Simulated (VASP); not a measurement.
A run of VASP 6.6.1 is set up as follows.

INCAR

```
SYSTEM = Fe
ALGO     = Normal         ! electronic algorithm
EDIFF    = 1E-6           ! SCF threshold, eV
ENCUT    = 520            ! plane-wave cutoff, eV
GGA      = PE             ! functional
ISIF     = 2              ! what is computed and relaxed
ISMEAR   = 0              ! smearing method
ISPIN    = 2              ! spin polarisation
LASPH    = .True.         ! aspherical terms in the spheres
LCHARG   = .False.        ! write CHGCAR
LMAXMIX  = 4              ! l up to which the mixer works
LORBIT   = 11             ! projections on sites
LREAL    = .False.        ! projectors in reciprocal space
LWAVE    = .False.        ! write WAVECAR
MAGMOM   = 2.44           ! initial moments
NBANDS   = 14             ! bands
NELM     = 150            ! most SCF steps
PREC     = Accurate       ! precision mode
SIGMA    = 0.15           ! smearing width, eV
```

File KPOINTS:

```
k-points
0
Gamma
  12 12 12
  0 0 0
```

File POSCAR:

```
Fe
1.0
   -1.2387940839      1.2387940839      1.7999678040
    1.2387940839     -1.2387940839      1.7999678040
    1.2387940839      1.2387940839     -1.7999678040
Fe
1
Direct
    0.0000000000      0.0000000000      0.0000000000
```

Potentials or basis: VASP PAW PBE potentials, release 64 (Fe).

Launch:

```bash
$ cat potpaw_PBE.64/Fe/POTCAR > POTCAR
$ mpirun -np 1 vasp_std > vasp.out
```

**Question.** What does it give for the site moments?

**Answer.** Fe +1.34 μB.

**Question.** Estimate the pressure.

**Answer.** -6.8 GPa.

**Question.** Estimate the net moment.

**Answer.** 1.35 μB per cell.

Stress tensor (GPa, compression positive):
```
-5.54  0.00  0.00
 0.00 -5.54  0.00
 0.00  0.00 -9.23
```
